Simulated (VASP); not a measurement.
# CdS (Hawleyite): single point with PBEsol

The system is CdS (Hawleyite).

```xyz
2
Lattice="2.9414 2.9414 0.0000 -2.9414 2.9414 0.0000 0.0000 2.9414 2.8948" Properties=species:S:1:pos:R:3 pbc="T T T"
Cd    0.0000    0.0000    0.0000
S     1.4707    4.4121    1.4474
```

This cell differs from its parent crystal: in-plane strain +0.01.

| Item | Value |
| --- | --- |
| Program | VASP 6.6.1 |
| Task | single point |
| Functional | PBEsol |
| Potentials or basis | VASP PAW PBE potentials, release 64 (Cd, S) |
| Cutoff | 520 eV |
| k mesh | 8 × 8 × 8 |
| Occupations | gaussian, width 0.01 eV |
| Spin | no spin polarisation |

The pressure is -0.5 GPa. The band gap on the k mesh is 0.96 eV, direct.

Stress tensor (GPa, compression positive):
```
-0.57  0.00  0.00
 0.00 -0.57  0.00
 0.00  0.00 -0.27
```

Levels at points of the mesh, in eV from the valence-band top:
```
           k point  band 7  band 8  band 9  band 10  band 11  band 12
(0.00, 0.00, 0.00)   -0.05   -0.05    0.00     0.96     6.42     6.42
(0.50, 0.00, 0.00)   -4.45   -0.81   -0.75     2.84     6.82     6.94
(0.50, 0.50, 0.00)   -4.03   -1.90   -1.87     3.40     4.25     8.95
(0.00, 0.00, 0.50)   -3.94   -1.95   -1.95     3.34     4.12     9.11
```

It took 18 s on 1 thread of Intel(R) Xeon(R) Platinum 8488C (Sapphire Rapids) (shared host), peak memory 0.2 GiB.

Caveat: the cell differs from its parent crystal (in-plane strain +0.01); the PAW data sets were made with another functional, which shifts forces and pressure a little.
